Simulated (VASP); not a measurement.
Set up this calculation in VASP 6.6.1, as the native input.

```
Task                   : single point
Functional             : LDA
Potentials or basis    : VASP PAW LDA potentials, release 64 (Ca_sv, O)
Cutoff                 : 520 eV
k mesh                 : 8 × 8 × 8
Occupations            : gaussian, width 0.05 eV
Spin                   : no spin polarisation
Dipole correction      : no
Further INCAR settings : ALGO = Normal; EDIFF = 1e-06; NBANDS = 15
```

The structure of CaO lies in POSCAR:

```
CaO
1.0
    0.0000000000      2.3755300000      2.4122650000
    2.3755300000      0.0000000000      2.4122650000
    2.3755300000      2.3755300000      0.0000000000
Ca O
1 1
Direct
    0.0000000000      0.0000000000      0.0000000000
    0.5000000000      0.5000000000      0.5000000000
```

This cell differs from its parent crystal: strain -0.030 along x and y, -0.015 along z.

One way to write it, as run:

INCAR

```
SYSTEM = CaO
  PREC = Accurate
  ENCUT = 520
  EDIFF = 1E-6
  ISMEAR = 0
  SIGMA = 0.05
  LREAL = .False.
  LASPH = .True.
  NELM = 60
  ALGO = Normal
  ISIF = 2
  LWAVE = .False.
  LCHARG = .True.
  LELF = .True.
  LVHAR = .True.
  NBANDS = 15
```

KPOINTS

```
regular mesh
0
Gamma
  8 8 8
  0 0 0
```

Potentials or basis: VASP PAW LDA potentials, release 64 (Ca_sv, O).

Launch:

```sh
$ cat potpaw_LDA.64/Ca_sv/POTCAR potpaw_LDA.64/O/POTCAR > POTCAR
$ mpirun -np 1 vasp_std > vasp.out
```

Results of the run:

```json
{
 "Pressure": "-4.1 GPa",
 "Band gap on the k mesh": "3.42 eV, indirect (least direct gap 3.80 eV)"
}
```

Caveat: the cell differs from its parent crystal (strain -0.030 along x and y, -0.015 along z).

It took 13 s on 1 thread of Intel(R) Xeon(R) Platinum 8559C (Emerald Rapids), with other jobs on the host, peak memory 0.16 GiB.
